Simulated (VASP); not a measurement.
# Zr2Si3 (P-3m1) in VASP: a series of runs

Runs on Zr2Si3. Level: PBE. Tasks: single point, relaxation of cell and atoms.

Program: VASP 6.6.1. These are calculated values, not measurements. Logs are shortened: lines on timing, memory, paths and dates and some standing lists are left out, and cuts for length are marked.

### Step 1. The cell of the first run

Symmetry: P-3m1, No. 164, trigonal system. The conventional cell has a = 3.826 Å, b = 3.826 Å, c = 5.952 Å, α = 90.00°, β = 90.00°, γ = 120.00°. Zr (site symmetry 3m) has 7 Si at 2.30 to 2.65 Å within 3.0 Å. Si (site symmetry -3m) has 6 Zr at 2.65 Å and 6 Si at 3.06 Å within 3.5 Å. Si (site symmetry 3m) has 4 Zr at 2.30 to 2.38 Å and 6 Si at 2.80 to 3.06 Å within 3.1 Å.

### Step 2. Single point, PBE

File INCAR:

```
SYSTEM = Zr2Si3
  PREC = Accurate
  ENCUT = 520
  EDIFF = 1E-7
  ISMEAR = 0
  SIGMA = 0.1
  LREAL = .FALSE.
  LASPH = .TRUE.
  NELM = 80
  ALGO = Normal
  ISIF = 2
  LWAVE = .FALSE.
  LCHARG = .TRUE.
  GGA = PE
  LELF = .TRUE.
  LVHAR = .TRUE.
  NBANDS = 26
```

File KPOINTS:

```
regular mesh
0
G
  6 6 4
  0 0 0
```

File POSCAR:

```
Zr2Si3
1.0
    3.8257652589      0.0000000000      0.0000000000
   -1.9128826294      3.3132099031      0.0000000000
    0.0000000000      0.0000000000      5.9522692987
Zr Si
2 3
Direct
    0.3333333333      0.6666666667      0.2450000000
    0.6666666667      0.3333333333      0.7550000000
    0.0000000000      0.0000000000      0.0000000000
    0.3333333333      0.6666666667      0.6450000000
    0.6666666667      0.3333333333      0.3550000000
```

Potentials or basis: VASP PAW PBE potentials, release 64 (Zr_sv, Si).

Launch:

```sh
$ cat potpaw_PBE.64/Zr_sv/POTCAR potpaw_PBE.64/Si/POTCAR > POTCAR
$ mpirun -np 1 vasp_std > vasp.out
```

OUTCAR:

```text
SYSTEM = Zr2Si3
   PREC = Accurate
   ENCUT = 520
   EDIFF = 1E-7
   ISMEAR = 0
   LREAL = .FALSE.
   LASPH = .TRUE.
   NELM = 80
   ISIF = 2
   GGA = PE

 ion  position               nearest neighbor table
   1  0.333  0.667  0.245-   5 2.30   5 2.30   5 2.30   4 2.38   3 2.65   3 2.65   3 2.65   2 3.66
                             2 3.66   2 3.66   2 3.75   2 3.75   2 3.75
   2  0.667  0.333  0.755-   4 2.30   4 2.30   4 2.30   5 2.38   3 2.65   3 2.65   3 2.65   1 3.66
                             1 3.66   1 3.66   1 3.75   1 3.75   1 3.75
   3  0.000  0.000  0.000-   1 2.65   2 2.65   1 2.65   2 2.65   2 2.65   1 2.65   4 3.06   5 3.06
                             5 3.06   4 3.06   5 3.06   4 3.06
   4  0.333  0.667  0.645-   2 2.30   2 2.30   2 2.30   1 2.38   5 2.80   5 2.80   5 2.80   3 3.06
                             3 3.06   3 3.06
   5  0.667  0.333  0.355-   1 2.30   1 2.30   1 2.30   2 2.38   4 2.80   4 2.80   4 2.80   3 3.06
                             3 3.06   3 3.06

  LATTYP: Found a hexagonal cell.
 ALAT       =     3.8257652589
 C/A-ratio  =     1.5558375634

  Lattice vectors:

 A1 = (   3.8257652589,   0.0000000000,   0.0000000000)
 A2 = (  -1.9128826294,   3.3132099031,   0.0000000000)
 A3 = (   0.0000000000,   0.0000000000,   5.9522692987)

Analysis of symmetry for initial positions (statically):
=====================================================================
 Subroutine PRICEL returns:
 Original cell was already a primitive cell.

 Routine SETGRP: Setting up the symmetry group for a
 hexagonal supercell.

 Subroutine GETGRP returns: Found 12 space group operations
 (whereof 12 operations were pure point group operations)
 out of a pool of 24 trial point group operations.

The static configuration has the point symmetry D_3d.

Analysis of symmetry for dynamics (positions and initial velocities):
=====================================================================
 Subroutine PRICEL returns:
 Original cell was already a primitive cell.

 Routine SETGRP: Setting up the symmetry group for a
 hexagonal supercell.

 Subroutine GETGRP returns: Found 12 space group operations
 (whereof 12 operations were pure point group operations)
 out of a pool of 24 trial point group operations.

The dynamic configuration has the point symmetry D_3d.

 Subroutine INISYM returns: Found 12 space group operations
 (whereof 12 operations are pure point group operations),
 and found     1 'primitive' translations

----------------------------------------------------------------------------------------

                                     Primitive cell

  volume of cell :      75.4484

  direct lattice vectors                    reciprocal lattice vectors
     3.825765259  0.000000000  0.000000000     0.261385614  0.150911054  0.000000000
    -1.912882629  3.313209903  0.000000000     0.000000000  0.301822109  0.000000000
     0.000000000  0.000000000  5.952269299     0.000000000  0.000000000  0.168003151

  length of vectors
     3.825765259  3.825765259  5.952269299     0.301822109  0.301822109  0.168003151

  position of ions in fractional coordinates (direct lattice)
     0.333333333  0.666666667  0.245000000
     0.666666667  0.333333333  0.755000000
     0.000000000  0.000000000  0.000000000
     0.333333333  0.666666667  0.645000000
     0.666666667  0.333333333  0.355000000

  ion indices of the primitive-cell ions
   primitive index   ion index
                 1           1
                 2           2
                 3           3
                 4           4
                 5           5

----------------------------------------------------------------------------------------

 KPOINTS: regular mesh

Automatic generation of k-mesh.
 Grid dimensions read from file:
 generate k-points for:    6    6    4

 Generating k-lattice:

  Cartesian coordinates                     Fractional coordinates (reciprocal lattice)
     0.043564269  0.025151842  0.000000000     0.166666667  0.000000000  0.000000000
     0.000000000  0.050303685  0.000000000     0.000000000  0.166666667  0.000000000
     0.000000000  0.000000000  0.042000788     0.000000000  0.000000000  0.250000000

  Length of vectors
     0.050303685  0.050303685  0.042000788

  Shift w.r.t. Gamma in fractional coordinates (k-lattice)
     0.000000000  0.000000000  0.000000000

 Subroutine IBZKPT returns following result:
 ===========================================

 Found     24 irreducible k-points:

 Following reciprocal coordinates:
            Coordinates               Weight
  0.000000  0.000000  0.000000      1.000000
  0.166667  0.000000  0.000000      6.000000
  0.333333  0.000000  0.000000      6.000000
  0.500000  0.000000  0.000000      3.000000
  0.166667  0.166667  0.000000      6.000000
  0.333333  0.166667  0.000000     12.000000
[... 16 lines left out ...]
  0.333333  0.166667  0.500000     12.000000
  0.333333  0.333333  0.500000      2.000000
   k-points           NKPTS =     24   k-points in BZ     NKDIM =     24   number of bands    NBANDS=     26
   number of dos      NEDOS =    301   number of ions     NIONS =      5
   total plane-waves  NPLWV =  37632
   dimension x,y,z NGX =    28 NGY =   28 NGZ =   48
   dimension x,y,z NGXF=    56 NGYF=   56 NGZF=   96
   ions per type =               2   3
   NGX,Y,Z   is equivalent  to a cutoff of  12.17, 12.17, 13.41 a.u.
   NGXF,Y,Z  is equivalent  to a cutoff of  24.33, 24.33, 26.81 a.u.
 SYSTEM =  Zr2Si3
   PREC   = accura    normal or accurate (medium, high low for compatibility)
   ISTART =      0    job   : 0-new  1-cont  2-samecut
   ICHARG =      2    charge: 1-file 2-atom 10-const
   ISPIN  =      1    spin polarized calculation?
   LNONCOLLINEAR =      F non collinear calculations
   LSORBIT =      F    spin-orbit coupling
   LASPH  =      T    aspherical Exc in radial PAW
   ENCUT  =  520.0 eV  38.22 Ry    6.18 a.u.   7.11  7.11 11.07*2*pi/ulx,y,z
   NELM   =     80;   NELMIN=  2; NELMDL= -5     # of ELM steps
   EDIFF  = 0.1E-06   stopping-criterion for ELM
   LREAL  =      F    real-space projection
   EDIFFG = 0.1E-05   stopping-criterion for IOM
   NSW    =      0    number of steps for IOM
   IBRION =     -1    ionic relax: 0-MD 1-quasi-New 2-CG
   NFREE  =      0    steps in history (QN), initial steepest desc. (CG)
   ISIF   =      2    stress and relaxation
   ISYM   =      2    0-nonsym 1-usesym 2-fastsym
   POTIM  = 0.5000    time-step for ionic-motion
   TEBEG  =    0.0;   TEEND  =   0.0 temperature during run
   PSTRESS=    0.0 pullay stress
   NELECT =      36.0000    total number of electrons
   NUPDOWN=      -1.0000    fix difference up-down
   EMIN   =  10.00;   EMAX   =-10.00  energy-range for DOS
   EFERMI =   0.00;   METHOD = LEGACY
   ISMEAR =     0;   SIGMA  =   0.10  broadening in eV -4-tet -1-fermi 0-gaus
   EFERMI_NEDOS =   21; number of points for ismear=-14 and -15
   IALGO  =     38    algorithm
   IMIX   =      4    mixing-type and parameters
     AMIX     =   0.40;   BMIX     =  1.00
     AMIX_MAG =   1.60;   BMIX_MAG =  1.00
  volume/ion in A,a.u.               =      15.09       101.83
  Fermi-wavevector in a.u.,A,eV,Ry     =   1.279261  2.417452 22.266041  1.636508
  Thomas-Fermi vector in A             =   2.411756
   LORBIT       =      0    0 simple, 1 ext, 2 COOP (PROOUT), +10 PAW based schemes
   GGA     = PE    functional components
   LHFCALC =     F    Hartree Fock is set to
   AEXX    =    0.0000 exact exchange contribution
   IVDW    =     0    specifies the selected vdW correction
   LEPSILON=     F    determine dielectric tensor
   LRPA    =     F    only Hartree local field effects (RPA)
 non-spin polarized calculation
 Gauss-broadening in eV      SIGMA  =   0.10
  energy-cutoff  :      520.00
  volume of cell :       75.45
 maximum number of plane-waves:      2061
   NGX = 15   NGY = 15   NGZ = 23

 number of electron      36.0000000 magnetization

 Free energy of the ion-electron system (eV)
  ---------------------------------------------------
  ext. energy  EPLUGINS =         0.00000000
  ---------------------------------------------------
  free energy    TOTEN  =       -28.65248312 eV

  energy without entropy =      -28.64500213  energy(sigma->0) =      -28.64874263

 E-fermi :  11.4024     XC(G=0): -11.7538

 val. band max:       11.3907138576   @ k =   0.3333   0.3333   0.2500
 cond. band min:      11.5147602160   @ k =   0.3333   0.3333   0.5000
 fundamental gap:      0.1240463584
 Fermi energy:        11.4024463299

 k-point     1 :       0.0000    0.0000    0.0000
  band No.  band energies     occupation
      1     -36.8202      2.00000
      2     -36.7870      2.00000
      3     -15.3761      2.00000
      4     -15.1756      2.00000
      5     -15.1756      2.00000
      6     -15.1147      2.00000
[... 18 lines left out ...]
     25      15.9650      0.00000
     26      15.9650      0.00000

 k-point     2 :       0.1667    0.0000    0.0000
  band No.  band energies     occupation
      1     -36.8143      2.00000
      2     -36.7851      2.00000
      3     -15.3440      2.00000
      4     -15.2389      2.00000
      5     -15.1955      2.00000
      6     -15.1811      2.00000
[... 18 lines left out ...]
     25      15.6645      0.00000
     26      16.5766      0.00000

 k-point     3 :       0.3333    0.0000    0.0000
  band No.  band energies     occupation
      1     -36.8014      2.00000
      2     -36.7824      2.00000
      3     -15.3684      2.00000
      4     -15.3114      2.00000
      5     -15.2587      2.00000
      6     -15.2328      2.00000
[... 572 lines left out ...]
 k-point    23 :       0.3333    0.1667    0.5000
  band No.  band energies     occupation
      1     -36.7882      2.00000
      2     -36.7877      2.00000
      3     -15.4194      2.00000
      4     -15.4084      2.00000
      5     -15.2428      2.00000
      6     -15.2408      2.00000
[... 18 lines left out ...]
     25      15.5974      0.00000
     26      16.6762      0.00000

 k-point    24 :       0.3333    0.3333    0.5000
  band No.  band energies     occupation
      1     -36.7860      2.00000
      2     -36.7860      2.00000
      3     -15.3962      2.00000
      4     -15.3962      2.00000
      5     -15.3068      2.00000
      6     -15.2990      2.00000
[... 18 lines left out ...]
     25      16.3830      0.00000
     26      16.3830      0.00000

------------------------ aborting loop because EDIFF is reached ----------------------------------------

  FORCE on cell =-STRESS in cart. coord.  units (eV):
  Direction    XX          YY          ZZ          XY          YZ          ZX
  --------------------------------------------------------------------------------------
  -------------------------------------------------------------------------------------
  Total       27.5888804     27.5888804     19.3024878      0.0000000      0.0000000     -0.0000000
  in kB      585.8613077    585.8613077    409.8963285      0.0000000      0.0000000     -0.0000000
  external PRESSURE =     527.2063146 kB  Pullay stress =       0.0000000 kB

 VOLUME and BASIS-vectors are now :
 -----------------------------------------------------------------------------
  energy-cutoff  :      520.00
  volume of cell :       75.45
      direct lattice vectors                 reciprocal lattice vectors
     3.825765259  0.000000000  0.000000000     0.261385614  0.150911054  0.000000000
    -1.912882629  3.313209903  0.000000000     0.000000000  0.301822109  0.000000000
     0.000000000  0.000000000  5.952269299     0.000000000  0.000000000  0.168003151

 POSITION                                       TOTAL-FORCE (eV/Angst)
 -----------------------------------------------------------------------------------
     -0.00000      2.20881      1.45831        -0.000000     -0.000000     -5.637127
      1.91288      1.10440      4.49396         0.000000      0.000000      5.637127
      0.00000      0.00000      0.00000         0.000000      0.000000      0.000000
     -0.00000      2.20881      3.83921         0.000000      0.000000     -0.601868
      1.91288      1.10440      2.11306        -0.000000     -0.000000      0.601868
 -----------------------------------------------------------------------------------
    total drift:                                0.000000     -0.000000      0.000000

  FREE ENERGIE OF THE ION-ELECTRON SYSTEM (eV)
  ---------------------------------------------------
  free  energy   TOTEN  =       -28.6524831220 eV

  energy  without entropy=      -28.6450021303  energy(sigma->0) =      -28.64874263
```

Run time: 49 s. Hardware: 1 thread of Intel Xeon 8259CL, shared host; peak memory 0.2 GiB.

What came out:

* Free energy: -28.6525 eV
* Pressure: 52.7 GPa
* Largest force: 5.637 eV/Å
* Band gap on the k mesh: zero (bands 18 and 19 overlap by 0.67 eV)

Forces on the atoms (eV/Å):
```
Zr   0.000  0.000 -5.637
Zr   0.000  0.000  5.637
Si   0.000  0.000  0.000
Si   0.000  0.000 -0.602
Si   0.000  0.000  0.602
```

Stress tensor (GPa, compression positive):
```
58.59  0.00  0.00
 0.00 58.59  0.00
 0.00  0.00 40.99
```

Caveat: the stress differs along the axes, from 41 to 59 GPa; forces of over 1 eV/Å act on the atoms, so gaps and moduli don't describe the material at rest.

(Part 1 of 2 ends here.)

The gap in the log of VASP goes by the Fermi energy; the results here count the filled bands.